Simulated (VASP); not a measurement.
Set up this calculation in VASP 6.6.1, as the native input.

```yaml
Task: single point
Functional: PBE
Potentials_or_basis: VASP PAW PBE potentials, release 64 (Mn_pv, S)
Cutoff: 520 eV
k_mesh: 12 × 12 × 12
Occupations: gaussian, width 0.05 eV
Spin: collinear spin, ferromagnetic start
Starting_moments: "[4.65, 0.0] μB"
Dipole_correction: no
Further_INCAR_settings: ALGO = Normal; EDIFF = 1e-06; NBANDS = 20
```

The structure of MnS lies in POSCAR:

```
MnS
1.0
    0.0000000000      2.5893887090      2.5893887090
    2.5893887090      0.0000000000      2.5893887090
    2.5893887090      2.5893887090      0.0000000000
Mn S
1 1
Direct
    0.0000000000      0.0000000000      0.0000000000
    0.5000000000      0.5000000000      0.5000000000
```

The input as run:

INCAR

```
SYSTEM = MnS
ALGO = Normal ; EDIFF = 1E-6
ENCUT = 520 ; GGA = PE
ISIF = 2 ; ISMEAR = 0
ISPIN = 2 ; LASPH = .TRUE.
LCHARG = .FALSE. ; LMAXMIX = 4
LORBIT = 11 ; LREAL = .FALSE.
LWAVE = .FALSE. ; MAGMOM = 4.65 0
NBANDS = 20 ; NELM = 150
PREC = Accurate ; SIGMA = 0.05
```

KPOINTS

```
k-points
0
G
  12 12 12
  0 0 0
```

Potentials or basis: VASP PAW PBE potentials, release 64 (Mn_pv, S).

Launch:

```console
$ cat potpaw_PBE.64/Mn_pv/POTCAR potpaw_PBE.64/S/POTCAR > POTCAR
$ mpirun -np 1 vasp_std > vasp.out
```

It gave:

```yaml
Pressure: -2.5 GPa
Net_moment: 4.63 μB per cell
Site_moments: Mn +4.20; S +0.10 μB
Valence_electrons_inside_the_program's_atomic_spheres: Mn 11.32; S 3.73
```

Caveat: a cell with one magnetic atom can't hold antiferromagnetic order, which such compounds often take.

It took 48 s on 1 thread of Intel(R) Xeon(R) 6975P-C (Granite Rapids) (shared host), peak memory 0.21 GiB.
